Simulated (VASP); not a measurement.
A run of VASP 6.6.1 is set up as follows.

The input INCAR:

```
PREC     = Accurate       # precision mode
ENCUT    = 520            # plane-wave cutoff, eV
EDIFF    = 1E-6           # SCF threshold, eV
ISMEAR   = -1             # smearing method
SIGMA    = 0.05           # smearing width, eV
LREAL    = F              # projectors in reciprocal space
LASPH    = T              # aspherical terms in the spheres
NELM     = 100            # most SCF steps
ALGO     = Normal         # electronic algorithm
ISIF     = 2              # what is computed and relaxed
LWAVE    = F              # write WAVECAR
LCHARG   = F              # write CHGCAR
NBANDS   = 11             # bands
```

KPOINTS

```
Automatic mesh
0
Gamma
  10 10 10
```

Contents of POSCAR:

```
Hf
1.0
   -1.8169539908      1.8169539908      1.8169539908
    1.8169539908     -1.8169539908      1.8169539908
    1.8169539908      1.8169539908     -1.8169539908
Hf
1
Direct
    0.0000000000      0.0000000000      0.0000000000
```

Potentials or basis: VASP PAW LDA potentials, release 64 (Hf_pv).

Command:

```bash
$ cat potpaw_LDA.64/Hf_pv/POTCAR > POTCAR
$ mpirun -np 1 vasp_std > vasp.out
```

(1) Estimate the pressure.

(2) Predict the band gap on the k mesh.

## Answers

(1) -13.9 GPa.

(2) zero (band 5 reaches 5.36 eV, above the bottom of band 6 at 3.29 eV).

Caveat: spin-orbit coupling is left out, which moves the levels of the heavy elements.
